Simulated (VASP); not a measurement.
Input of a VASP 6.6.1 run:

File INCAR:

```
SYSTEM = HfO2
ALGO = Normal
EDIFF = 1E-6
ENCUT = 520
ISIF = 2
ISMEAR = 0
LASPH = .True.
LCHARG = .False.
LREAL = .False.
LWAVE = .False.
NBANDS = 56
NELM = 80
PREC = Accurate
SIGMA = 0.01
```

The input KPOINTS:

```
k-points
0
Gamma
  4 4 4
  0 0 0
```

File POSCAR:

```
HfO2
1.0
    5.1811032543      0.0000000000      0.0000000000
    0.0000000000      4.9756005029      0.0000000000
    0.0000000000      0.0000000000      4.9961120840
Hf O
4 8
Direct
    0.9670465447      0.7319176847      0.7535033115
    0.0329534062      0.2680822142      0.2535033199
    0.4670466658      0.2680822142      0.7535033115
    0.5329532851      0.7319176847      0.2535033199
    0.6310223594      0.9268742531      0.8891960239
    0.3689775915      0.0731258468      0.3891960323
    0.1310224805      0.0731258468      0.8891960239
    0.8689774704      0.9268742531      0.3891960323
    0.7643995508      0.4585008380      0.0013006113
    0.2356005932      0.5414990610      0.5013006029
    0.2643994788      0.5414990610      0.0013006113
    0.7356004721      0.4585008380      0.5013006029
```

Potentials or basis: VASP PAW LDA potentials, release 64 (Hf_pv, O).

The run is started by

```console
$ cat potpaw_LDA.64/Hf_pv/POTCAR potpaw_LDA.64/O/POTCAR > POTCAR
$ mpirun -np 1 vasp_std > vasp.out
```

Predict the largest force.

0.051 eV/Å.

Predict the pressure.

-2.6 GPa.

Estimate the band gap on the k mesh.

4.33 eV, indirect (least direct gap 4.52 eV).

Stress tensor (GPa, compression positive):
```
-2.67  0.00  0.00
 0.00 -2.52  0.00
 0.00  0.00 -2.53
```

Caveat: spin-orbit coupling is left out, which moves the levels of the heavy elements. A k mesh can miss the band edges.
